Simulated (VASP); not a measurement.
## SiC: single point with LDA

SiC:

```
Si C
1.0
     3.04789    0.00000    0.00000
    -1.52394    2.63955    0.00000
     0.00000    0.00000    5.00146
Si C
2 2
Direct
  0.33333 0.66667 0.00459
  0.66667 0.33333 0.50459
  0.33333 0.66667 0.38041
  0.66667 0.33333 0.88041
```

| Quantity | Value |
| --- | --- |
| Program | VASP 6.6.1 |
| Task | single point |
| Functional | LDA |
| Potentials or basis | VASP PAW LDA potentials, release 64 (Si, C) |
| Cutoff | 520 eV |
| k mesh | 8 × 8 × 4 |
| Occupations | gaussian, width 0.01 eV |
| Spin | no spin polarisation |

The pressure is 2.4 GPa and the band gap on the k mesh is 2.37 eV, indirect (least direct gap 3.93 eV).

Levels at points of the mesh, in eV from the valence-band top:
```tsv
k point	band 4	band 5	band 6	band 7	band 8	band 9	band 10	band 11	band 12	band 13
(0.00, 0.00, 0.00)	-1.33	-1.33	-0.11	0.00	0.00	5.00	6.51	6.72	6.72	7.89
(0.50, 0.00, 0.00)	-6.34	-5.54	-3.39	-3.38	-1.20	2.72	4.17	7.02	7.14	10.20
(0.00, 0.00, 0.50)	-4.47	-0.72	-0.72	-0.72	-0.72	6.07	6.07	7.39	7.39	7.39
(0.50, 0.00, 0.50)	-8.40	-2.49	-2.49	-2.36	-2.36	3.27	3.27	5.27	5.27	10.45
```

It took 28 s on 1 thread of Intel Xeon 8259CL, on a shared host, peak memory 0.11 GiB.

A k mesh can miss the band edges. A hybrid or GW would open this gap; LDA tends to underestimate it.
